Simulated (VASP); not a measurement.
# P in VASP: a series of runs

Runs on P. Level: PBE+D3(BJ). Tasks: single point.

All numbers are computed with VASP 6.6.1; they aren't measurements. Logs are shortened: lines on timing, memory, paths and dates and some standing lists are left out, and cuts for length are marked.

## Step 1: The cell of the first run

The cell holds a sheet with vacuum, 8 atoms: a = 6.517 Å, b = 3.266 Å, c = 36.589 Å, α = 90.00°, β = 90.00°, γ = 120.07°.

## Step 2: Single point, PBE+D3(BJ)

INCAR reads:

```
SYSTEM = P
PREC = Accurate
ENCUT = 520
EDIFF = 1E-6
ISMEAR = 0
SIGMA = 0.1
LREAL = .FALSE.
LASPH = .TRUE.
NELM = 60
ALGO = Normal
ISIF = 2
LWAVE = .FALSE.
LCHARG = .FALSE.
LDIPOL = .TRUE.
IDIPOL = 3
DIPOL = 0.5 0.5 0.273
GGA = PE
IVDW = 12
NBANDS = 30
```

KPOINTS reads:

```
regular mesh
0
G
  6 6 1
  0 0 0
```

POSCAR reads:

```
P
1.0
    6.5168410633     -0.0085481671      0.0000000000
   -1.6329830327      2.8286474614      0.0000000000
    0.0000000000      0.0000000000     36.5894606505
P
8
Direct
    0.3324756898      0.3345164293      0.2283378767
    0.8325515468      0.3345788668      0.2283397285
    0.1660542006      0.6681294170      0.1943996151
    0.6660266074      0.6680667610      0.1944155453
    0.1672862113      0.6652540603      0.3521956167
    0.6672953647      0.6652113721      0.3522003122
    0.5008431144     -0.0012139450      0.3182664577
    0.0008005981     -0.0012096281      0.3182668006
```

Potentials or basis: VASP PAW PBE potentials, release 64 (P).

On the command line:

```
cat potpaw_PBE.64/P/POTCAR > POTCAR
mpirun -np 1 vasp_std > vasp.out
```

OUTCAR:

```text
SYSTEM = P
   PREC = Accurate
   ENCUT = 520
   EDIFF = 1E-6
   ISMEAR = 0
   LREAL = .FALSE.
   LASPH = .TRUE.
   NELM = 60
   ISIF = 2
   GGA = PE
   IVDW = 12
 IVDW          = 12

 ion  position               nearest neighbor table
   1  0.332  0.335  0.228-   4 2.25   3 2.26   3 2.26
   2  0.833  0.335  0.228-   3 2.25   4 2.26   4 2.26
   3  0.166  0.668  0.194-   2 2.25   1 2.26   1 2.26
   4  0.666  0.668  0.194-   1 2.25   2 2.26   2 2.26
   5  0.167  0.665  0.352-   7 2.25   8 2.26   8 2.26
   6  0.667  0.665  0.352-   8 2.25   7 2.26   7 2.26
   7  0.501  0.999  0.318-   5 2.25   6 2.26   6 2.26
   8  0.001  0.999  0.318-   6 2.25   5 2.26   5 2.26

  Warning from LATTYP: Monoclinic adjustment (A1->A3, A2->A1, A3->A2)!
  Warning from LATTYP: Got some problem with cell dimensions!
  Tried to take original basis but could not verify dimensions!
  LATTYP: Found a simple monoclinic cell.
 ALAT       =     3.2661720784
 B/A-ratio  =    11.2025514185
 C/A-ratio  =     1.7266679910
 COS(beta)  =    -0.0000982314

  Lattice vectors:

 A1 = (  -1.6329830327,   2.8286474614,   0.0000000000)
 A2 = (   0.0000000000,   0.0000000000, -36.5894606505)
 A3 = (  -4.8838580306,  -2.8200992943,   0.0000000000)

Analysis of symmetry for initial positions (statically):
=====================================================================
 Subroutine PRICEL returns:
 Original cell was already a primitive cell.

 Routine SETGRP: Setting up the symmetry group for a
 simple monoclinic supercell.

 Subroutine GETGRP returns: Found  1 space group operations
 (whereof  1 operations were pure point group operations)
 out of a pool of  4 trial point group operations.

The static configuration has the point symmetry C_1 .

Analysis of symmetry for dynamics (positions and initial velocities):
=====================================================================
 Subroutine PRICEL returns:
 Original cell was already a primitive cell.

 Routine SETGRP: Setting up the symmetry group for a
 simple monoclinic supercell.

 Subroutine GETGRP returns: Found  1 space group operations
 (whereof  1 operations were pure point group operations)
 out of a pool of  4 trial point group operations.

The dynamic configuration has the point symmetry C_1 .

 Subroutine INISYM returns: Found  1 space group operations
 (whereof  1 operations are pure point group operations),
 and found     1 'primitive' translations

----------------------------------------------------------------------------------------

                                     Primitive cell

  volume of cell :     673.9737

  direct lattice vectors                    reciprocal lattice vectors
     6.516841063 -0.008548167  0.000000000     0.153564866  0.088653260  0.000000000
    -1.632983033  2.828647461  0.000000000     0.000464073  0.353793761  0.000000000
     0.000000000  0.000000000 36.589460651     0.000000000  0.000000000  0.027330274

  length of vectors
     6.516846670  3.266172078 36.589460651     0.177317705  0.353794065  0.027330274

  position of ions in fractional coordinates (direct lattice)
     0.332475690  0.334516429  0.228337877
     0.832551547  0.334578867  0.228339729
     0.166054201  0.668129417  0.194399615
     0.666026607  0.668066761  0.194415545
     0.167286211  0.665254060  0.352195617
     0.667295365  0.665211372  0.352200312
     0.500843114  0.998786055  0.318266458
     0.000800598  0.998790372  0.318266801

  ion indices of the primitive-cell ions
   primitive index   ion index
                 1           1
                 2           2
                 3           3
                 4           4
                 5           5
                 6           6
                 7           7
                 8           8

----------------------------------------------------------------------------------------

 KPOINTS: regular mesh

Automatic generation of k-mesh.
 Grid dimensions read from file:
 generate k-points for:    6    6    1

 Generating k-lattice:

  Cartesian coordinates                     Fractional coordinates (reciprocal lattice)
     0.025594144  0.014775543  0.000000000     0.166666667  0.000000000  0.000000000
     0.000077345  0.058965627  0.000000000     0.000000000  0.166666667  0.000000000
     0.000000000  0.000000000  0.027330274     0.000000000  0.000000000  1.000000000

  Length of vectors
     0.029552951  0.058965677  0.027330274

  Shift w.r.t. Gamma in fractional coordinates (k-lattice)
     0.000000000  0.000000000  0.000000000

 Subroutine IBZKPT returns following result:
 ===========================================

 Found     20 irreducible k-points:

 Following reciprocal coordinates:
            Coordinates               Weight
  0.000000  0.000000  0.000000      1.000000
  0.166667  0.000000  0.000000      2.000000
  0.333333 -0.000000  0.000000      2.000000
  0.500000 -0.000000  0.000000      1.000000
 -0.000000  0.166667  0.000000      2.000000
  0.166667  0.166667  0.000000      2.000000
[... 12 lines left out ...]
  0.333333  0.500000  0.000000      2.000000
  0.500000  0.500000  0.000000      1.000000
   k-points           NKPTS =     20   k-points in BZ     NKDIM =     20   number of bands    NBANDS=     30
   number of dos      NEDOS =    301   number of ions     NIONS =      8
   total plane-waves  NPLWV = 322560
   dimension x,y,z NGX =    48 NGY =   24 NGZ =  280
   dimension x,y,z NGXF=    96 NGYF=   48 NGZF=  560
   ions per type =               8
   NGX,Y,Z   is equivalent  to a cutoff of  12.24, 12.22, 12.72 a.u.
   NGXF,Y,Z  is equivalent  to a cutoff of  24.49, 24.43, 25.44 a.u.
 SYSTEM =  P
   PREC   = accura    normal or accurate (medium, high low for compatibility)
   ISTART =      0    job   : 0-new  1-cont  2-samecut
   ICHARG =      2    charge: 1-file 2-atom 10-const
   ISPIN  =      1    spin polarized calculation?
   LNONCOLLINEAR =      F non collinear calculations
   LSORBIT =      F    spin-orbit coupling
   LASPH  =      T    aspherical Exc in radial PAW
   ENCUT  =  520.0 eV  38.22 Ry    6.18 a.u.  12.12  6.07 68.03*2*pi/ulx,y,z
   NELM   =     60;   NELMIN=  2; NELMDL= -5     # of ELM steps
   EDIFF  = 0.1E-05   stopping-criterion for ELM
   LREAL  =      F    real-space projection
   EDIFFG = 0.1E-04   stopping-criterion for IOM
   NSW    =      0    number of steps for IOM
   IBRION =     -1    ionic relax: 0-MD 1-quasi-New 2-CG
   NFREE  =      0    steps in history (QN), initial steepest desc. (CG)
   ISIF   =      2    stress and relaxation
   ISYM   =      2    0-nonsym 1-usesym 2-fastsym
   POTIM  = 0.5000    time-step for ionic-motion
   TEBEG  =    0.0;   TEEND  =   0.0 temperature during run
   PSTRESS=    0.0 pullay stress
   NELECT =      40.0000    total number of electrons
   NUPDOWN=      -1.0000    fix difference up-down
   EMIN   =  10.00;   EMAX   =-10.00  energy-range for DOS
   EFERMI =   0.00;   METHOD = LEGACY
   ISMEAR =     0;   SIGMA  =   0.10  broadening in eV -4-tet -1-fermi 0-gaus
   EFERMI_NEDOS =   21; number of points for ismear=-14 and -15
   IALGO  =     38    algorithm
   IMIX   =      4    mixing-type and parameters
     AMIX     =   0.40;   BMIX     =  1.00
     AMIX_MAG =   1.60;   BMIX_MAG =  1.00
  volume/ion in A,a.u.               =      84.25       568.52
  Fermi-wavevector in a.u.,A,eV,Ry     =   0.638578  1.206737  5.548206  0.407782
  Thomas-Fermi vector in A             =   1.703966
   LORBIT       =      0    0 simple, 1 ext, 2 COOP (PROOUT), +10 PAW based schemes
   GGA     = PE    functional components
   LHFCALC =     F    Hartree Fock is set to
   AEXX    =    0.0000 exact exchange contribution
   IVDW    =    12    specifies the selected vdW correction
   LEPSILON=     F    determine dielectric tensor
   LRPA    =     F    only Hartree local field effects (RPA)
 non-spin polarized calculation
 Gauss-broadening in eV      SIGMA  =   0.10
  energy-cutoff  :      520.00
  volume of cell :      673.97
 maximum number of plane-waves:     18244
   NGX = 25   NGY = 13   NGZ =137

 dipolmoment           0.000000      0.000000     -0.000000 electrons x Angstroem

 number of electron      39.9999995 magnetization

 dipolmoment           0.000000      0.000000      0.000002 electrons x Angstroem

 Free energy of the ion-electron system (eV)
  ---------------------------------------------------
  ext. energy  EPLUGINS =         0.00000000
  ---------------------------------------------------
  free energy    TOTEN  =       -42.76313574 eV

  energy without entropy =      -42.76313574  energy(sigma->0) =      -42.76313574

 E-fermi :  -2.5582     XC(G=0):  -2.6194

 val. band max:       -3.0254088335   @ k =   0.5000   0.1667   0.0000
 cond. band min:      -1.8395245844   @ k =   0.3333  -0.0000   0.0000
 fundamental gap:      1.1858842491
 Fermi energy:        -2.5582022730

 k-point     1 :       0.0000    0.0000    0.0000
  band No.  band energies     occupation
      1     -17.8263      2.00000
      2     -17.7475      2.00000
      3     -14.6005      2.00000
      4     -14.5940      2.00000
      5     -12.6227      2.00000
      6     -12.5323      2.00000
[... 22 lines left out ...]
     29       0.4735      0.00000
     30       0.5374      0.00000

 k-point     2 :       0.1667    0.0000    0.0000
  band No.  band energies     occupation
      1     -17.7123      2.00000
      2     -17.6338      2.00000
      3     -15.1833      2.00000
      4     -15.1258      2.00000
      5     -11.9102      2.00000
      6     -11.8147      2.00000
[... 586 lines left out ...]
 k-point    20 :       0.5000    0.5000    0.0000
  band No.  band energies     occupation
      1     -14.9448      2.00000
      2     -14.9444      2.00000
      3     -14.8836      2.00000
      4     -14.8832      2.00000
      5     -11.6202      2.00000
      6     -11.6200      2.00000
[... 22 lines left out ...]
     29       2.5473      0.00000
     30       2.5477      0.00000

------------------------ aborting loop because EDIFF is reached ----------------------------------------

 vacuum level on the upper side and lower side of the slab       (xc-potential included)        -0.015        -0.015

 Edisp (eV)   -2.13026

 E8    (eV) :    -0.8347

  FORCE on cell =-STRESS in cart. coord.  units (eV):
  Direction    XX          YY          ZZ          XY          YZ          ZX
  --------------------------------------------------------------------------------------
  -------------------------------------------------------------------------------------
  Total      -0.37508    -0.40682    -0.45879     0.02769    -0.00278    -0.02261
  in kB      -0.89165    -0.96709    -1.09063     0.06582    -0.00661    -0.05375
  external pressure =       -0.98 kB  Pullay stress =        0.00 kB

 VOLUME and BASIS-vectors are now :
 -----------------------------------------------------------------------------
  energy-cutoff  :      520.00
  volume of cell :      673.97
      direct lattice vectors                 reciprocal lattice vectors
     6.516841063 -0.008548167  0.000000000     0.153564866  0.088653260  0.000000000
    -1.632983033  2.828647461  0.000000000     0.000464073  0.353793761  0.000000000
     0.000000000  0.000000000 36.589460651     0.000000000  0.000000000  0.027330274

 POSITION                                       TOTAL-FORCE (eV/Angst)
 -----------------------------------------------------------------------------------
      1.62043      0.94339      8.35476         0.000165      0.000427     -0.103385
      4.87924      0.93929      8.35483        -0.000098     -0.000266     -0.103424
     -0.00890      1.88848      7.11298         0.001425     -0.000378      0.097266
      3.24945      1.88403      7.11356         0.002266      0.000988      0.095325
      0.00383      1.88034     12.88665        -0.000981     -0.000020     -0.096432
      3.26238      1.87594     12.88682        -0.002302     -0.000301     -0.096311
      1.63291      2.82093     11.64520        -0.000972     -0.000567      0.103949
     -1.62579      2.82522     11.64521         0.000497      0.000116      0.103012
 -----------------------------------------------------------------------------------
    total drift:                                0.000127     -0.000076     -0.000130

  FREE ENERGIE OF THE ION-ELECTRON SYSTEM (eV)
  ---------------------------------------------------
  free  energy   TOTEN  =       -44.8934005843 eV

  energy  without entropy=      -44.8934005843  energy(sigma->0) =      -44.89340058

 vacuum level on the upper side and lower side of the slab         2.559         2.559
```

Run time: 13 min. Hardware: 1 thread of Intel Xeon 8259CL, shared host; peak memory 0.81 GiB.

What came out:

```yaml
Free_energy: -44.8934 eV
Largest_force: 0.104 eV/Å
Band_gap_on_the_k_mesh: 1.19 eV
Dispersion_energy_per_atom: -0.266 eV
```

Forces in eV/Å, atoms in the order of the input:
```
P    0.000  0.000 -0.103
P    0.000  0.000 -0.103
P    0.001  0.000  0.097
P    0.002  0.001  0.095
P   -0.001  0.000 -0.096
P   -0.002  0.000 -0.096
P   -0.001 -0.001  0.104
P    0.000  0.000  0.103
```

Levels at points of the mesh, in eV from the valence-band top:
```csv
k point,band 16,band 17,band 18,band 19,band 20,band 21,band 22,band 23,band 24,band 25
"(0.00, 0.00, 0.00)",-0.65,-0.65,-0.62,-0.61,-0.12,1.34,1.55,2.33,3.33,3.34
"(0.50, 0.00, 0.00)",-2.00,-1.15,-1.15,-0.11,-0.11,1.68,1.68,1.83,1.83,4.24
"(0.00, 0.50, 0.00)",-2.78,-2.33,-2.32,-1.64,-1.64,1.39,1.39,1.59,1.60,2.32
"(0.50, 0.50, 0.00)",-3.45,-1.39,-1.39,-1.13,-1.13,2.18,2.18,2.58,2.58,3.07
```

[end of part 1 of 3]
